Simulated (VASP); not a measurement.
# Sb (P6_3/mmc) in VASP: further runs, part 2 of 2

VASP 6.6.1. Earlier steps stand in the parts before.

## Step 4: Single point, PBE-based screened hybrid with 5 % exact exchange

This run uses another cell than the first one, of 26.65 Å³/atom.

Contents of POSCAR:

```
Sb
1.0
    3.3545324186      0.0000000000      0.0000000000
   -1.6772662093      2.9051102923      0.0000000000
    0.0000000000      0.0000000000      5.4701606500
Sb
2
Direct
    0.6666666667      0.3333333333      0.7500000000
    0.3333333333      0.6666666667      0.2500000000
```

Contents of INCAR.step1:

```
PREC = Accurate
ENCUT = 520
EDIFF = 1E-5
ISMEAR = -1
SIGMA = 0.05
LREAL = False
LASPH = True
NELM = 100
ALGO = Normal
ISIF = 2
LWAVE = True
LCHARG = False
NBANDS = 12
GGA = PE
```

Contents of INCAR.step2:

```
PREC = Accurate
ENCUT = 520
EDIFF = 1E-6
ISMEAR = -1
SIGMA = 0.05
LREAL = False
LASPH = True
NELM = 100
ALGO = Normal
ISIF = 2
LWAVE = False
LCHARG = False
GGA = PE
LHFCALC = True
AEXX = 0.05
HFSCREEN = 0.2
PRECFOCK = Normal
NBANDS = 12
ISTART = 1
```

Contents of KPOINTS:

```
Automatic mesh
0
Gamma
  5 5 3
```

Potentials or basis: VASP PAW PBE potentials, release 64 (Sb).

Command:

```console
cat potpaw_PBE.64/Sb/POTCAR > POTCAR
cp INCAR.step1 INCAR
mpirun -np 1 vasp_std > vasp.out
cp INCAR.step2 INCAR
mpirun -np 1 vasp_std > vasp.out
```

OUTCAR:

```text
PREC = Accurate
   ENCUT = 520
   EDIFF = 1E-6
   ISMEAR = -1
   LREAL = False
   LASPH = True
   NELM = 100
   ISIF = 2
   GGA = PE
   LHFCALC = True
   AEXX = 0.05
   HFSCREEN = 0.2
   PRECFOCK = Normal
   ISTART = 1

 ion  position               nearest neighbor table
   1  0.667  0.333  0.750-   2 3.35   2 3.35   2 3.35   2 3.35   2 3.35   2 3.35
   2  0.333  0.667  0.250-   1 3.35   1 3.35   1 3.35   1 3.35   1 3.35   1 3.35

  LATTYP: Found a hexagonal cell.
 ALAT       =     3.3545324186
 C/A-ratio  =     1.6306775334

  Lattice vectors:

 A1 = (   3.3545324186,   0.0000000000,   0.0000000000)
 A2 = (  -1.6772662093,   2.9051102923,   0.0000000000)
 A3 = (   0.0000000000,   0.0000000000,   5.4701606500)

Analysis of symmetry for initial positions (statically):
=====================================================================
 Subroutine PRICEL returns:
 Original cell was already a primitive cell.

 Routine SETGRP: Setting up the symmetry group for a
 hexagonal supercell.

 Subroutine GETGRP returns: Found 24 space group operations
[... 170 lines left out ...]
      2      -0.7785      2.00000
      3       2.6076      2.00000
      4      12.3388      0.00000
      5      12.3388      0.00000
      6      14.0093      0.00000
      7      14.0093      0.00000
      8      14.2961      0.00000
      9      16.4870      0.00000
     10      17.7072      0.00000
     11      18.7146      0.00000
     12      18.7146      0.00000
[... 121 lines left out ...]
 k-point    10 :       0.4000    0.2000    0.3333
  band No.  band energies     occupation
      1      -0.0997      2.00000
      2       0.5487      2.00000
      3       3.5429      2.00000
      4       4.3109      2.00000
      5       6.1892      2.00000
      6       7.6833      2.00000
      7       9.9588      0.00000
      8      11.1374      0.00000
      9      15.1554      0.00000
     10      17.0897      0.00000
     11      17.2449      0.00000
     12      17.8924      0.00000

------------------------ aborting loop because EDIFF is reached ----------------------------------------

  FORCE on cell =-STRESS in cart. coord.  units (eV):
  Direction    XX          YY          ZZ          XY          YZ          ZX
  --------------------------------------------------------------------------------------
  -------------------------------------------------------------------------------------
  Total       -0.6508550     -0.6508550      1.0197690      0.0000000      0.0000000      0.0000000
  in kB      -19.5614099    -19.5614099     30.6490963      0.0000000      0.0000000      0.0000000
  external PRESSURE =      -2.8245745 kB  Pullay stress =       0.0000000 kB

 VOLUME and BASIS-vectors are now :
 -----------------------------------------------------------------------------
  energy-cutoff  :      520.00
  volume of cell :       53.31
      direct lattice vectors                 reciprocal lattice vectors
     3.354532419  0.000000000  0.000000000     0.298104139  0.172110505  0.000000000
    -1.677266209  2.905110292  0.000000000     0.000000000  0.344221010  0.000000000
     0.000000000  0.000000000  5.470160650     0.000000000  0.000000000  0.182809987

 POSITION                                       TOTAL-FORCE (eV/Angst)
 -----------------------------------------------------------------------------------
      1.67727      0.96837      4.10262        -0.000000     -0.000000      0.000000
     -0.00000      1.93674      1.36754         0.000000      0.000000     -0.000000
 -----------------------------------------------------------------------------------
    total drift:                                0.000000      0.000000      0.000000

  FREE ENERGIE OF THE ION-ELECTRON SYSTEM (eV)
  ---------------------------------------------------
  free  energy   TOTEN  =        -8.0512561511 eV

  energy  without entropy=       -8.0389580784  energy(sigma->0) =       -8.04510711
```

OUTCAR.step1:

```text
PREC = Accurate
   ENCUT = 520
   EDIFF = 1E-5
   ISMEAR = -1
   LREAL = False
[... 358 lines left out ...]
      1.67727      0.96837      4.10262         0.000000     -0.000000      0.000000
     -0.00000      1.93674      1.36754        -0.000000      0.000000      0.000000
 -----------------------------------------------------------------------------------
    total drift:                                0.000000     -0.000000      0.000000

  FREE ENERGIE OF THE ION-ELECTRON SYSTEM (eV)
  ---------------------------------------------------
  free  energy   TOTEN  =        -7.7546776686 eV

  energy  without entropy=       -7.7417235510  energy(sigma->0) =       -7.74820061
```

OSZICAR.step1:

```text
N       E                     dE             d eps       ncg     rms          rms(c)
DAV:   1     0.361477610228E+02    0.36148E+02   -0.36114E+03   240   0.663E+02
DAV:   2    -0.602999511889E+01   -0.42178E+02   -0.41048E+02   348   0.110E+02
DAV:   3    -0.775331733738E+01   -0.17233E+01   -0.17149E+01   304   0.250E+01
DAV:   4    -0.776641105591E+01   -0.13094E-01   -0.13093E-01   280   0.265E+00
DAV:   5    -0.776654706084E+01   -0.13600E-03   -0.13601E-03   284   0.298E-01    0.248E+00
DAV:   6    -0.775856729041E+01    0.79798E-02   -0.47211E-03   272   0.352E-01    0.140E+00
DAV:   7    -0.775464085195E+01    0.39264E-02   -0.89744E-03   256   0.488E-01    0.575E-02
DAV:   8    -0.775467550946E+01   -0.34658E-04   -0.19400E-04   284   0.954E-02    0.127E-02
DAV:   9    -0.775467766856E+01   -0.21591E-05   -0.43897E-06   180   0.150E-02
   1 F= -.77546777E+01 E0= -.77482006E+01  d E =-.129541E-01
```

Run time: 5.8 min. Hardware: 1 thread of Intel Xeon 8259CL, shared host; peak memory 0.28 GiB.

What came out:

| Property | Result |
| --- | --- |
| Free energy | -8.0513 eV |
| Pressure | -0.3 GPa |
| Band gap on the k mesh | zero (bands 5 and 6 overlap by 5.88 eV) |

Stress tensor (GPa, compression positive):
```
-1.96  0.00  0.00
 0.00 -1.96  0.00
 0.00  0.00  3.06
```

Caveat: the k points lie up to 0.43 Å⁻¹ apart, too coarse for converged energies and pressures of a metal; the PAW data sets were made with another functional, which shifts forces and pressure a little; spin-orbit coupling is left out, which moves the levels of the heavy elements.

## Step 5: Single point, PBE-based screened hybrid with 10 % exact exchange

This run uses another cell than the first one, of 26.65 Å³/atom.

POSCAR is that of step 4.

Contents of INCAR.step1:

```
SYSTEM = Sb
PREC = Accurate ; ENCUT = 520
EDIFF = 1E-5 ; ISMEAR = -1
SIGMA = 0.05 ; LREAL = .False.
LASPH = .True. ; NELM = 100
ALGO = Normal ; ISIF = 2
LWAVE = .True. ; LCHARG = .False.
GGA = PE ; NBANDS = 12
```

Contents of INCAR.step2:

```
SYSTEM = Sb
PREC = Accurate ; ENCUT = 520
EDIFF = 1E-7 ; ISMEAR = -1
SIGMA = 0.05 ; LREAL = .False.
LASPH = .True. ; NELM = 100
ALGO = Normal ; ISIF = 2
LWAVE = .False. ; LCHARG = .False.
GGA = PE ; LHFCALC = .True.
AEXX = 0.1 ; HFSCREEN = 0.2
PRECFOCK = Normal ; ISTART = 1
NBANDS = 12
```

Contents of KPOINTS:

```
regular mesh
0
Gamma
  5 5 3
  0 0 0
```

Command:

```console
cat potpaw_PBE.64/Sb/POTCAR > POTCAR
cp INCAR.step1 INCAR
mpirun -np 1 vasp_std > vasp.out
cp INCAR.step2 INCAR
mpirun -np 1 vasp_std > vasp.out
```

Wall time 14 min (1 thread of Intel Xeon 8259CL, shared host); peak memory 0.28 GiB.

Results (log left out):

```yaml
Free_energy: -8.3684 eV
Pressure: -0.8 GPa
Band_gap_on_the_k_mesh: zero (bands 5 and 6 overlap by 6.05 eV)
```

Stress tensor (GPa, compression positive):
```
-2.56  0.00  0.00
 0.00 -2.56  0.00
 0.00  0.00  2.58
```

Levels at points of the mesh, in eV from the Fermi level:
| k point | band 3 | band 4 | band 5 | band 6 | band 7 | band 8 |
| --- | --- | --- | --- | --- | --- | --- |
| (0.00, 0.00, 0.00) | -6.13 | 3.87 | 3.87 | 5.57 | 5.57 | 5.87 |

Caveat: the k points lie up to 0.43 Å⁻¹ apart, too coarse for converged energies and pressures of a metal; the PAW data sets were made with another functional, which shifts forces and pressure a little; spin-orbit coupling is left out, which moves the levels of the heavy elements.

## Step 6: Single point, PBE-based screened hybrid with 15 % exact exchange

This run uses another cell than the first one, of 26.65 Å³/atom.

POSCAR is that of step 5.

Contents of INCAR.step1:

```
SYSTEM = Sb
PREC     = Accurate       ! precision mode
ENCUT    = 520            ! plane-wave cutoff, eV
EDIFF    = 1E-5           ! SCF threshold, eV
ISMEAR   = -1             ! smearing method
SIGMA    = 0.05           ! smearing width, eV
LREAL    = .FALSE.        ! projectors in reciprocal space
LASPH    = .TRUE.         ! aspherical terms in the spheres
NELM     = 60             ! most SCF steps
ALGO     = Normal         ! electronic algorithm
ISIF     = 2              ! what is computed and relaxed
LWAVE    = .TRUE.         ! write WAVECAR
LCHARG   = .FALSE.        ! write CHGCAR
NBANDS   = 12             ! bands
GGA      = PE             ! functional
```

Contents of INCAR.step2:

```
SYSTEM = Sb
PREC     = Accurate       ! precision mode
ENCUT    = 520            ! plane-wave cutoff, eV
EDIFF    = 1E-6           ! SCF threshold, eV
ISMEAR   = -1             ! smearing method
SIGMA    = 0.05           ! smearing width, eV
LREAL    = .FALSE.        ! projectors in reciprocal space
LASPH    = .TRUE.         ! aspherical terms in the spheres
NELM     = 60             ! most SCF steps
ALGO     = Normal         ! electronic algorithm
ISIF     = 2              ! what is computed and relaxed
LWAVE    = .FALSE.        ! write WAVECAR
LCHARG   = .FALSE.        ! write CHGCAR
GGA      = PE             ! functional
LHFCALC  = .TRUE.         ! exact exchange
AEXX     = 0.15           ! exact-exchange fraction
HFSCREEN = 0.2            ! screening, 1/A
PRECFOCK = Normal       
NBANDS   = 12             ! bands
ISTART   = 1
```

Contents of KPOINTS:

```
Automatic mesh
0
G
  5 5 3
  0 0 0
```

Potentials or basis: VASP PAW PBE potentials, release 64 (Sb).

Command:

```console
cat potpaw_PBE.64/Sb/POTCAR > POTCAR
cp INCAR.step1 INCAR
mpirun -np 1 vasp_std > vasp.out
cp INCAR.step2 INCAR
mpirun -np 1 vasp_std > vasp.out
```

OUTCAR:

```text
SYSTEM = Sb
   PREC = Accurate
   ENCUT = 520
   EDIFF = 1E-6
   ISMEAR = -1
   LREAL = .FALSE.
   LASPH = .TRUE.
   NELM = 60
   ISIF = 2
   GGA = PE
   LHFCALC = .TRUE.
   AEXX = 0.15
   HFSCREEN = 0.2
   PRECFOCK = Normal
   ISTART = 1

 ion  position               nearest neighbor table
   1  0.667  0.333  0.750-   2 3.35   2 3.35   2 3.35   2 3.35   2 3.35   2 3.35
   2  0.333  0.667  0.250-   1 3.35   1 3.35   1 3.35   1 3.35   1 3.35   1 3.35

  LATTYP: Found a hexagonal cell.
 ALAT       =     3.3545324186
 C/A-ratio  =     1.6306775334

  Lattice vectors:

 A1 = (   3.3545324186,   0.0000000000,   0.0000000000)
 A2 = (  -1.6772662093,   2.9051102923,   0.0000000000)
 A3 = (   0.0000000000,   0.0000000000,   5.4701606500)

Analysis of symmetry for initial positions (statically):
=====================================================================
 Subroutine PRICEL returns:
 Original cell was already a primitive cell.

 Routine SETGRP: Setting up the symmetry group for a
 hexagonal supercell.

 Subroutine GETGRP returns: Found 24 space group operations
 (whereof 12 operations were pure point group operations)
 out of a pool of 24 trial point group operations.

The static configuration has the point symmetry D_3d.
 The point group associated with its full space group is D_6h.

Analysis of symmetry for dynamics (positions and initial velocities):
=====================================================================
 Subroutine PRICEL returns:
 Original cell was already a primitive cell.

 Routine SETGRP: Setting up the symmetry group for a
 hexagonal supercell.

 Subroutine GETGRP returns: Found 24 space group operations
 (whereof 12 operations were pure point group operations)
 out of a pool of 24 trial point group operations.

The dynamic configuration has the point symmetry D_3d.
 The point group associated with its full space group is D_6h.
[... 117 lines left out ...]
   HFSCREEN=    0.2000 screening length (either q_TF or 0.3 A-1)
   HFSCREENC=   0.2000 screening length for correlation (either q_TF or 0.3 A-1)
   ENCUTFOCK=  -1.0 apply spherical cutoff to Coloumb kernel
   IVDW    =     0    specifies the selected vdW correction
   LEPSILON=     F    determine dielectric tensor
   LRPA    =     F    only Hartree local field effects (RPA)
 non-spin polarized calculation
  energy-cutoff  :      520.00
  volume of cell :       53.31
 maximum number of plane-waves:      1454
 NGX is ok and might be reduce to    28
  NGX = 20; NGY = 20; NGZ = 32

 number of electron      10.0000000 magnetization

 Free energy of the ion-electron system (eV)
  ---------------------------------------------------
  ext. energy  EPLUGINS =         0.00000000
  ---------------------------------------------------
  free energy    TOTEN  =        -8.70899397 eV

  energy without entropy =       -8.69819456  energy(sigma->0) =       -8.70359426

 E-fermi :   8.5229     XC(G=0):  -9.2265

 val. band max:        8.4675646381   @ k =   0.4000   0.2000   0.0000
 cond. band min:       8.6195044655   @ k =   0.2000  -0.0000   0.3333
 fundamental gap:      0.1519398275
 Fermi energy:         8.5228535605

 k-point     1 :       0.0000    0.0000    0.0000
  band No.  band energies     occupation
      1      -5.3486      2.00000
      2      -1.2555      2.00000
      3       2.2143      2.00000
      4      12.4963      0.00000
      5      12.4963      0.00000
      6      14.2324      0.00000
      7      14.2324      0.00000
      8      14.5305      0.00000
      9      16.6922      0.00000
     10      17.9379      0.00000
     11      18.9490      0.00000
     12      18.9490      0.00000
[... 121 lines left out ...]
 k-point    10 :       0.4000    0.2000    0.3333
  band No.  band energies     occupation
      1      -0.5377      2.00000
      2       0.1478      2.00000
      3       3.2148      2.00000
      4       4.0273      2.00000
      5       6.0094      2.00000
      6       7.5844      2.00000
      7       9.9777      0.00000
      8      11.2197      0.00000
      9      15.3438      0.00000
     10      17.3002      0.00000
     11      17.4643      0.00000
     12      18.1432      0.00000

------------------------ aborting loop because EDIFF is reached ----------------------------------------

  FORCE on cell =-STRESS in cart. coord.  units (eV):
  Direction    XX          YY          ZZ          XY          YZ          ZX
  --------------------------------------------------------------------------------------
  -------------------------------------------------------------------------------------
  Total       -1.0870239     -1.0870239      0.6644267      0.0000000      0.0000000      0.0000000
  in kB      -32.6704408    -32.6704408     19.9693047      0.0000000      0.0000000      0.0000000
  external PRESSURE =     -15.1238589 kB  Pullay stress =       0.0000000 kB

 VOLUME and BASIS-vectors are now :
 -----------------------------------------------------------------------------
  energy-cutoff  :      520.00
  volume of cell :       53.31
      direct lattice vectors                 reciprocal lattice vectors
     3.354532419  0.000000000  0.000000000     0.298104139  0.172110505  0.000000000
    -1.677266209  2.905110292  0.000000000     0.000000000  0.344221010  0.000000000
     0.000000000  0.000000000  5.470160650     0.000000000  0.000000000  0.182809987

 POSITION                                       TOTAL-FORCE (eV/Angst)
 -----------------------------------------------------------------------------------
      1.67727      0.96837      4.10262        -0.000000     -0.000000     -0.000000
     -0.00000      1.93674      1.36754         0.000000      0.000000      0.000000
 -----------------------------------------------------------------------------------
    total drift:                                0.000000      0.000000     -0.000000

  FREE ENERGIE OF THE ION-ELECTRON SYSTEM (eV)
  ---------------------------------------------------
  free  energy   TOTEN  =        -8.7089939697 eV

  energy  without entropy=       -8.6981945580  energy(sigma->0) =       -8.70359426
```

OSZICAR.step1:

```text
N       E                     dE             d eps       ncg     rms          rms(c)
DAV:   1     0.361477610228E+02    0.36148E+02   -0.36114E+03   240   0.663E+02
DAV:   2    -0.602999511889E+01   -0.42178E+02   -0.41048E+02   348   0.110E+02
DAV:   3    -0.775331733738E+01   -0.17233E+01   -0.17149E+01   304   0.250E+01
DAV:   4    -0.776641105591E+01   -0.13094E-01   -0.13093E-01   280   0.265E+00
DAV:   5    -0.776654706084E+01   -0.13600E-03   -0.13601E-03   284   0.298E-01    0.248E+00
DAV:   6    -0.775856729041E+01    0.79798E-02   -0.47211E-03   272   0.352E-01    0.140E+00
DAV:   7    -0.775464085195E+01    0.39264E-02   -0.89744E-03   256   0.488E-01    0.575E-02
DAV:   8    -0.775467550946E+01   -0.34658E-04   -0.19400E-04   284   0.954E-02    0.127E-02
DAV:   9    -0.775467766856E+01   -0.21591E-05   -0.43897E-06   180   0.150E-02
   1 F= -.77546777E+01 E0= -.77482006E+01  d E =-.129541E-01
```

Run time: 11 min. Hardware: 1 thread of Intel Xeon 8259CL, shared host; peak memory 0.28 GiB.

What came out:

```yaml
Free_energy: -8.7090 eV
Pressure: -1.5 GPa
Band_gap_on_the_k_mesh: zero (bands 5 and 6 overlap by 6.23 eV)
```

Stress tensor (GPa, compression positive):
```
-3.27  0.00  0.00
 0.00 -3.27  0.00
 0.00  0.00  2.00
```

Caveat: the k points lie up to 0.43 Å⁻¹ apart, too coarse for converged energies and pressures of a metal; the PAW data sets were made with another functional, which shifts forces and pressure a little; spin-orbit coupling is left out, which moves the levels of the heavy elements.

## Step 7: The runs side by side

```csv
level,cell,k mesh,share of exact exchange,screening parameter,gap on the mesh (eV),pressure (GPa)
PBE0,"a = 3.309, b = 3.309, c = 5.396 Å, angles 90.0, 90.0, 120.0°, 2 atoms",4 × 4 × 4,0.25,-,none,-0.3
PBE0,"a = 3.332, b = 3.332, c = 5.433 Å, angles 90.0, 90.0, 120.0°, 2 atoms",4 × 4 × 4,0.25,-,none,-1.8
PBE-based screened hybrid with 5 % exact exchange,"a = 3.355, b = 3.355, c = 5.470 Å, angles 90.0, 90.0, 120.0°, 2 atoms",5 × 5 × 3,0.05,0.2 1/Å,none,-0.3
PBE-based screened hybrid with 10 % exact exchange,"a = 3.355, b = 3.355, c = 5.470 Å, angles 90.0, 90.0, 120.0°, 2 atoms",5 × 5 × 3,0.1,0.2 1/Å,none,-0.8
PBE-based screened hybrid with 15 % exact exchange,"a = 3.355, b = 3.355, c = 5.470 Å, angles 90.0, 90.0, 120.0°, 2 atoms",5 × 5 × 3,0.15,0.2 1/Å,none,-1.5
```

Alike in all rows: task single point; potentials or basis VASP PAW PBE potentials, release 64 (Sb); no spin polarisation; cutoff (eV) 520; smearing fermi-dirac 0.05 eV.

Caveats: all runs use coarse meshes; the PAW data sets were made with another functional, which shifts forces and pressure a little; spin-orbit coupling is left out, which moves the levels of the heavy elements.

Absolute energies hang on the potentials; compare differences alone.

The gap in the log of VASP goes by the Fermi energy; the results here count the filled bands.